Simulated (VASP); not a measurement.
# ZnS (P6_3mc) in VASP: notebook

The runs below take ZnS through single point, with PBE, r2SCAN.

Everything below comes from runs of VASP 6.6.1. Logs are shortened: lines on timing, memory, paths and dates and some standing lists are left out, and cuts for length are marked.

### 1 The cell of the first run

The structure is hexagonal, space group P6_3mc (No. 186). The conventional cell has a = 3.808 Å, b = 3.808 Å, c = 12.466 Å, α = 90.00°, β = 90.00°, γ = 120.00°. Zn (site symmetry 3m) has 4 S at 2.33 Å within 3.1 Å. Within 3.1 Å of Zn (site symmetry 3m) lie 4 S at 2.33 to 2.34 Å. Within 3.1 Å of S (site symmetry 3m) lie 4 Zn at 2.33 Å. Within 3.1 Å of S (site symmetry 3m) lie 4 Zn at 2.33 to 2.34 Å.

### 2 Single point, PBE

INCAR

```
SYSTEM = ZnS
ALGO = Normal
EDIFF = 1E-6
ENCUT = 520
GGA = PE
ISIF = 2
ISMEAR = 0
LASPH = .TRUE.
LCHARG = .FALSE.
LREAL = .FALSE.
LWAVE = .FALSE.
NBANDS = 46
NELM = 100
PREC = Accurate
SIGMA = 0.01
```

KPOINTS

```
k-points
0
G
  6 6 2
  0 0 0
```

POSCAR

```
ZnS
1.0
    3.8076112700      0.0000000000      0.0000000000
   -1.9038056350      3.2974880875      0.0000000000
    0.0000000000      0.0000000000     12.4658238502
Zn S
4 4
Direct
    0.0000000000      0.0000000000      0.0001052048
    0.3333333333      0.6666666667      0.2500673663
    0.0000000000      0.0000000000      0.5001052048
    0.6666666667      0.3333333333      0.7500673663
    0.0000000000      0.0000000000      0.1872390992
    0.3333333333      0.6666666667      0.4375883297
    0.0000000000      0.0000000000      0.6872390992
    0.6666666667      0.3333333333      0.9375883297
```

Potentials or basis: VASP PAW PBE potentials, release 64 (Zn, S).

Command:

```console
cat potpaw_PBE.64/Zn/POTCAR potpaw_PBE.64/S/POTCAR > POTCAR
mpirun -np 1 vasp_std > vasp.out
```

OUTCAR:

```text
SYSTEM = ZnS
   EDIFF = 1E-6
   ENCUT = 520
   GGA = PE
   ISIF = 2
   ISMEAR = 0
   LASPH = .TRUE.
   LREAL = .FALSE.
   NELM = 100
   PREC = Accurate

 ion  position               nearest neighbor table
   1  0.000  0.000  0.000-   8 2.33   8 2.33   8 2.33   5 2.33
   2  0.333  0.667  0.250-   5 2.33   5 2.33   5 2.33   6 2.34
   3  0.000  0.000  0.500-   6 2.33   6 2.33   6 2.33   7 2.33
   4  0.667  0.333  0.750-   7 2.33   7 2.33   7 2.33   8 2.34
   5  0.000  0.000  0.187-   1 2.33   2 2.33   2 2.33   2 2.33
   6  0.333  0.667  0.438-   3 2.33   3 2.33   3 2.33   2 2.34
   7  0.000  0.000  0.687-   3 2.33   4 2.33   4 2.33   4 2.33
   8  0.667  0.333  0.938-   1 2.33   1 2.33   1 2.33   4 2.34

  LATTYP: Found a hexagonal cell.
 ALAT       =     3.8076112700
 C/A-ratio  =     3.2739224060

  Lattice vectors:

 A1 = (   3.8076112700,   0.0000000000,   0.0000000000)
 A2 = (  -1.9038056350,   3.2974880875,   0.0000000000)
 A3 = (   0.0000000000,   0.0000000000,  12.4658238502)

Analysis of symmetry for initial positions (statically):
=====================================================================
 Subroutine PRICEL returns:
 Original cell was already a primitive cell.

 Routine SETGRP: Setting up the symmetry group for a
 hexagonal supercell.

 Subroutine GETGRP returns: Found 12 space group operations
 (whereof  6 operations were pure point group operations)
 out of a pool of 24 trial point group operations.

The static configuration has the point symmetry C_3v.
 The point group associated with its full space group is C_6v.

Analysis of symmetry for dynamics (positions and initial velocities):
=====================================================================
 Subroutine PRICEL returns:
 Original cell was already a primitive cell.

 Routine SETGRP: Setting up the symmetry group for a
 hexagonal supercell.

 Subroutine GETGRP returns: Found 12 space group operations
 (whereof  6 operations were pure point group operations)
 out of a pool of 24 trial point group operations.

The dynamic configuration has the point symmetry C_3v.
 The point group associated with its full space group is C_6v.

 Subroutine INISYM returns: Found 12 space group operations
 (whereof  6 operations are pure point group operations),
 and found     1 'primitive' translations

[... 96 lines left out ...]
   LREAL  =      F    real-space projection
   EDIFFG = 0.1E-04   stopping-criterion for IOM
   NSW    =      0    number of steps for IOM
   IBRION =     -1    ionic relax: 0-MD 1-quasi-New 2-CG
   NFREE  =      0    steps in history (QN), initial steepest desc. (CG)
   ISIF   =      2    stress and relaxation
   ISYM   =      2    0-nonsym 1-usesym 2-fastsym
   POTIM  = 0.5000    time-step for ionic-motion
   TEBEG  =    0.0;   TEEND  =   0.0 temperature during run
   PSTRESS=    0.0 pullay stress
   NELECT =      72.0000    total number of electrons
   NUPDOWN=      -1.0000    fix difference up-down
   EMIN   =  10.00;   EMAX   =-10.00  energy-range for DOS
   EFERMI =   0.00;   METHOD = LEGACY
   ISMEAR =     0;   SIGMA  =   0.01  broadening in eV -4-tet -1-fermi 0-gaus
   EFERMI_NEDOS =   21; number of points for ismear=-14 and -15
   IALGO  =     38    algorithm
   IMIX   =      4    mixing-type and parameters
     AMIX     =   0.40;   BMIX     =  1.00
     AMIX_MAG =   1.60;   BMIX_MAG =  1.00
  volume/ion in A,a.u.               =      19.56       132.03
  Fermi-wavevector in a.u.,A,eV,Ry     =   1.263766  2.388172 21.729931  1.597105
  Thomas-Fermi vector in A             =   2.397106
   LORBIT       =      0    0 simple, 1 ext, 2 COOP (PROOUT), +10 PAW based schemes
   GGA     = PE    functional components
   LHFCALC =     F    Hartree Fock is set to
   AEXX    =    0.0000 exact exchange contribution
   IVDW    =     0    specifies the selected vdW correction
   LEPSILON=     F    determine dielectric tensor
   LRPA    =     F    only Hartree local field effects (RPA)
 non-spin polarized calculation
 Gauss-broadening in eV      SIGMA  =   0.01
  energy-cutoff  :      520.00
  volume of cell :      156.52
 maximum number of plane-waves:      4239
   NGX = 15   NGY = 15   NGZ = 47

 number of electron      71.9999976 magnetization

 Free energy of the ion-electron system (eV)
  ---------------------------------------------------
  ext. energy  EPLUGINS =         0.00000000
  ---------------------------------------------------
  free energy    TOTEN  =       -27.35387197 eV

  energy without entropy =      -27.35387197  energy(sigma->0) =      -27.35387197

 E-fermi :   2.2528     XC(G=0):  -9.6656

 val. band max:        2.1951064416   @ k =   0.0000   0.0000   0.0000
 cond. band min:       4.3809952460   @ k =   0.0000   0.0000   0.0000
 fundamental gap:      2.1858888044
 Fermi energy:         2.2527943560

 k-point     1 :       0.0000    0.0000    0.0000
  band No.  band energies     occupation
      1     -11.0168      2.00000
      2     -10.5918      2.00000
      3     -10.5823      2.00000
      4     -10.0729      2.00000
      5      -4.1813      2.00000
      6      -4.1745      2.00000
[... 675 lines left out ...]
     45       9.7032      0.00000
     46       9.7032      0.00000

------------------------ aborting loop because EDIFF is reached ----------------------------------------

  FORCE on cell =-STRESS in cart. coord.  units (eV):
  Direction    XX          YY          ZZ          XY          YZ          ZX
  --------------------------------------------------------------------------------------
  -------------------------------------------------------------------------------------
  Total        2.4013130      2.4013130      2.3726710      0.0000000      0.0000000      0.0000000
  in kB       24.5811685     24.5811685     24.2879731      0.0000000      0.0000000      0.0000000
  external PRESSURE =      24.4834367 kB  Pullay stress =       0.0000000 kB

 VOLUME and BASIS-vectors are now :
 -----------------------------------------------------------------------------
  energy-cutoff  :      520.00
  volume of cell :      156.52
      direct lattice vectors                 reciprocal lattice vectors
     3.807611270  0.000000000  0.000000000     0.262631852  0.151630571  0.000000000
    -1.903805635  3.297488088  0.000000000     0.000000000  0.303261141  0.000000000
     0.000000000  0.000000000 12.465823850     0.000000000  0.000000000  0.080219327

 POSITION                                       TOTAL-FORCE (eV/Angst)
 -----------------------------------------------------------------------------------
      0.00000      0.00000      0.00131        -0.000000     -0.000000      0.004426
     -0.00000      2.19833      3.11730        -0.000000      0.000000      0.002128
      0.00000      0.00000      6.23422        -0.000000      0.000000      0.004426
      1.90381      1.09916      9.35021         0.000000     -0.000000      0.002128
      0.00000      0.00000      2.33409        -0.000000     -0.000000     -0.003586
     -0.00000      2.19833      5.45490        -0.000000     -0.000000     -0.002968
      0.00000      0.00000      8.56700        -0.000000      0.000000     -0.003586
      1.90381      1.09916     11.68781        -0.000000     -0.000000     -0.002968
 -----------------------------------------------------------------------------------
    total drift:                               -0.000001     -0.000003      0.000758

  FREE ENERGIE OF THE ION-ELECTRON SYSTEM (eV)
  ---------------------------------------------------
  free  energy   TOTEN  =       -27.3538719654 eV

  energy  without entropy=      -27.3538719654  energy(sigma->0) =      -27.35387197
```

It used 84 s of CPU time on 1 thread of AMD EPYC 7R13 Processor (Zen 3), on a shared host.

Results:

```yaml
Free_energy: -27.3539 eV
Pressure: 2.4 GPa
Largest_force: 0.004 eV/Å
Band_gap_on_the_k_mesh: 2.19 eV, direct
```

Forces on the atoms (eV/Å):
```
Zn   0.000  0.000  0.004
Zn   0.000  0.000  0.002
Zn   0.000  0.000  0.004
Zn   0.000  0.000  0.002
S    0.000  0.000 -0.004
S    0.000  0.000 -0.003
S    0.000  0.000 -0.004
S    0.000  0.000 -0.003
```

Expect the measured gap to be larger: semilocal functionals such as PBE lack the derivative discontinuity.

### 3 Single point, PBE

INCAR

```
PREC     = Accurate       # precision mode
ENCUT    = 520            # plane-wave cutoff, eV
EDIFF    = 1E-7           # SCF threshold, eV
ISMEAR   = 0              # smearing method
SIGMA    = 0.01           # smearing width, eV
LREAL    = F              # projectors in reciprocal space
LASPH    = T              # aspherical terms in the spheres
NELM     = 60             # most SCF steps
ALGO     = Normal         # electronic algorithm
ISIF     = 2              # what is computed and relaxed
LWAVE    = F              # write WAVECAR
LCHARG   = F              # write CHGCAR
GGA      = PE             # functional
NBANDS   = 46             # bands
```

KPOINTS

```
Automatic mesh
0
Gamma
  6 6 2
```

POSCAR is that of step 2.

Potentials or basis: VASP PAW PBE potentials, release 64 (Zn, S).

Command:

```console
cat potpaw_PBE.64/Zn/POTCAR potpaw_PBE.64/S/POTCAR > POTCAR
mpirun -np 1 vasp_std > vasp.out
```

OUTCAR:

```text
PREC = Accurate
   ENCUT = 520
   EDIFF = 1E-7
   ISMEAR = 0
   LREAL = F
   LASPH = T
   NELM = 60
   ISIF = 2
   GGA = PE

 ion  position               nearest neighbor table
   1  0.000  0.000  0.000-   8 2.33   8 2.33   8 2.33   5 2.33
   2  0.333  0.667  0.250-   5 2.33   5 2.33   5 2.33   6 2.34
   3  0.000  0.000  0.500-   6 2.33   6 2.33   6 2.33   7 2.33
   4  0.667  0.333  0.750-   7 2.33   7 2.33   7 2.33   8 2.34
   5  0.000  0.000  0.187-   1 2.33   2 2.33   2 2.33   2 2.33
   6  0.333  0.667  0.438-   3 2.33   3 2.33   3 2.33   2 2.34
   7  0.000  0.000  0.687-   3 2.33   4 2.33   4 2.33   4 2.33
[... 888 lines left out ...]
  Total        2.3996872      2.3996872      2.3713778      0.0000000      0.0000000      0.0000000
  in kB       24.5645267     24.5645267     24.2747359      0.0000000      0.0000000      0.0000000
  external PRESSURE =      24.4679298 kB  Pullay stress =       0.0000000 kB

 VOLUME and BASIS-vectors are now :
 -----------------------------------------------------------------------------
  energy-cutoff  :      520.00
  volume of cell :      156.52
      direct lattice vectors                 reciprocal lattice vectors
     3.807611270  0.000000000  0.000000000     0.262631852  0.151630571  0.000000000
    -1.903805635  3.297488088  0.000000000     0.000000000  0.303261141  0.000000000
     0.000000000  0.000000000 12.465823850     0.000000000  0.000000000  0.080219327

 POSITION                                       TOTAL-FORCE (eV/Angst)
 -----------------------------------------------------------------------------------
      0.00000      0.00000      0.00131        -0.000000     -0.000000      0.004466
     -0.00000      2.19833      3.11730         0.000000      0.000000      0.002143
      0.00000      0.00000      6.23422        -0.000000     -0.000000      0.004466
      1.90381      1.09916      9.35021        -0.000000     -0.000000      0.002143
      0.00000      0.00000      2.33409        -0.000000     -0.000000     -0.003558
     -0.00000      2.19833      5.45490         0.000000      0.000000     -0.003050
      0.00000      0.00000      8.56700        -0.000000      0.000000     -0.003558
      1.90381      1.09916     11.68781        -0.000000     -0.000000     -0.003050
 -----------------------------------------------------------------------------------
    total drift:                               -0.000001     -0.000003      0.000740

  FREE ENERGIE OF THE ION-ELECTRON SYSTEM (eV)
  ---------------------------------------------------
  free  energy   TOTEN  =       -27.3538721917 eV

  energy  without entropy=      -27.3538721917  energy(sigma->0) =      -27.35387219
```

Wall time 2 min (1 thread of AMD EPYC 7R13 (Zen 3), shared host); peak memory 0.26 GiB.

What came out:

| Item | Value |
| --- | --- |
| Free energy | -27.3539 eV |
| Pressure | 2.4 GPa |
| Largest force | 0.004 eV/Å |
| Band gap on the k mesh | 2.19 eV, direct |

Forces on the atoms (eV/Å):
```
Zn   0.000  0.000  0.004
Zn   0.000  0.000  0.002
Zn   0.000  0.000  0.004
Zn   0.000  0.000  0.002
S    0.000  0.000 -0.004
S    0.000  0.000 -0.003
S    0.000  0.000 -0.004
S    0.000  0.000 -0.003
```

### 4 Single point, r2SCAN

POSCAR is that of step 3.

INCAR.step1

```
SYSTEM = ZnS
PREC = Accurate
ENCUT = 520
ISMEAR = 0
SIGMA = 0.01
LREAL = .FALSE.
LASPH = .TRUE.
NELM = 60
NBANDS = 46
GGA = PE
ALGO = Normal
EDIFF = 1E-4
LWAVE = .TRUE.
LCHARG = .FALSE.
```

INCAR.step2

```
SYSTEM = ZnS
PREC = Accurate
ENCUT = 520
EDIFF = 1E-6
ISMEAR = 0
SIGMA = 0.01
LREAL = .FALSE.
LASPH = .TRUE.
NELM = 60
ALGO = Normal
ISIF = 2
LWAVE = .FALSE.
LCHARG = .FALSE.
METAGGA = R2SCAN
LMIXTAU = .TRUE.
NBANDS = 46
ISTART = 1
```

KPOINTS

```
regular mesh
0
G
  6 6 2
  0 0 0
```

Command:

```console
cat potpaw_PBE.64/Zn/POTCAR potpaw_PBE.64/S/POTCAR > POTCAR
cp INCAR.step1 INCAR
mpirun -np 1 vasp_std > vasp.out
cp INCAR.step2 INCAR
mpirun -np 1 vasp_std > vasp.out
```

It took 6.6 min on 1 thread of AMD EPYC 7R13 (Zen 3), shared host; peak memory 0.29 GiB.

Results (log left out):

```
Free energy            : -75.4514 eV
Pressure               : 0.1 GPa
Largest force          : 0.006 eV/Å
Band gap on the k mesh : 2.75 eV, direct
```

Forces on the atoms (eV/Å):
```
Zn   0.000  0.000 -0.003
Zn   0.000  0.000 -0.006
Zn   0.000  0.000 -0.003
Zn   0.000  0.000 -0.006
S    0.000  0.000  0.005
S    0.000  0.000  0.004
S    0.000  0.000  0.005
S    0.000  0.000  0.004
```

Levels at points of the mesh, in eV from the valence-band top:
```tsv
k point	band 34	band 35	band 36	band 37	band 38	band 39
(0.00, 0.00, 0.00)	-0.04	0.00	0.00	2.75	3.72	3.95
(0.50, 0.00, 0.00)	-1.64	-1.15	-0.91	3.74	3.75	4.17
(0.00, 0.00, 0.50)	-0.15	-0.15	-0.15	3.57	3.57	3.86
(0.50, 0.00, 0.50)	-1.55	-1.14	-1.14	4.09	4.09	4.50
```

Caveat: the PAW data sets were made with another functional, which shifts forces and pressure a little. r2SCAN opens gaps a little over a GGA but as a rule still falls short of measured ones.
